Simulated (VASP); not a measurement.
Runs of VASP 6.6.1 on ZnO (zincite). The structure is that of space group P6_3mc (No. 186), or close to it. The cells are those of the table. 

| task | level | potentials or basis | cell | cutoff (eV) | gap on the mesh (eV) | pressure (GPa) | relaxed volume (Å³/atom) | largest force (eV/Å) |
| --- | --- | --- | --- | --- | --- | --- | --- | --- |
| relaxation of cell and atoms | PBE | VASP PAW PBE potentials, release 64 (Zn, O) | relaxed from a = 3.249, b = 3.249, c = 5.206 Å, angles 90.0, 90.0, 120.0°, 4 atoms | 600 | (a) | 0.0 | 12.39 | 0.01 |
| relaxation of cell and atoms | PBEsol | VASP PAW PBE potentials, release 64 (Zn, O) | relaxed from a = 3.249, b = 3.249, c = 5.206 Å, angles 90.0, 90.0, 120.0°, 4 atoms | 600 | (c) | -0.1 | 11.85 | 0.01 |
| single point | PBEsol | VASP PAW PBE potentials, release 64 (Zn, O) | a = 3.231, b = 3.231, c = 5.216 Å, angles 90.0, 90.0, 120.0°, 4 atoms | 520 | (b) | 0.9 | - | - |
| single point | PBE | VASP PAW PBE potentials, release 64 (Zn, O) | a = 3.280, b = 3.280, c = 5.294 Å, angles 90.0, 90.0, 120.0°, 4 atoms | 520 | 0.73 | 0.9 | - | - |
| single point | LDA | VASP PAW LDA potentials, release 64 (Zn, O) | a = 3.187, b = 3.187, c = 5.153 Å, angles 90.0, 90.0, 120.0°, 4 atoms | 520 | 0.81 | 1.1 | - | - |

Alike in all rows: no spin polarisation; k mesh 12 × 12 × 6; smearing fermi-dirac 0.02 eV.

Estimate the missing entries.

(a) 0.72; (b) 0.69; (c) 0.68.

Caveats: the PAW data sets were made with another functional, which shifts forces and pressure a little (some runs).

